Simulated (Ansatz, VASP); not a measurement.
Li in VASP and in Ansatz

```
Li
1.0
     1.58107   -5.20953    0.00000
     1.58107    5.20953    0.00000
     0.00000    0.00000    4.88032
Li
4
Cartesian
  1.5811 3.8440 4.8831
  1.5811 -1.3655 2.4373
  1.5811 -3.8440 -0.0028
  1.5811 1.3655 2.4430
```

Alike in both runs: functional PBE; k mesh 6 × 6 × 4; occupations gaussian, width 0.1 eV; no spin polarisation.

Ansatz relaxed the structure, and its values are those at the end. VASP's run is a single point on that final structure, the one shown.

```csv
,VASP,Ansatz
version,VASP 6.6.1,Ansatz 0.2.0
potentials or method,"VASP PAW PBE potentials, release 64 (Li_sv), cutoff 520 eV","scalar-relativistic, plane waves, PAW"
valence electrons in the cell,12,12
```

```csv
,VASP,Ansatz,Ansatz less VASP
gap on the k mesh at the Fermi level (eV),none,none,-
rms of the force components (eV/Å),0.008,0.008,-0.0008
```

A gap of «none» marks a metal or a gap that the smearing closes.

Noted on VASP's run: the cutoff is short for stress, so the pressure is rough.
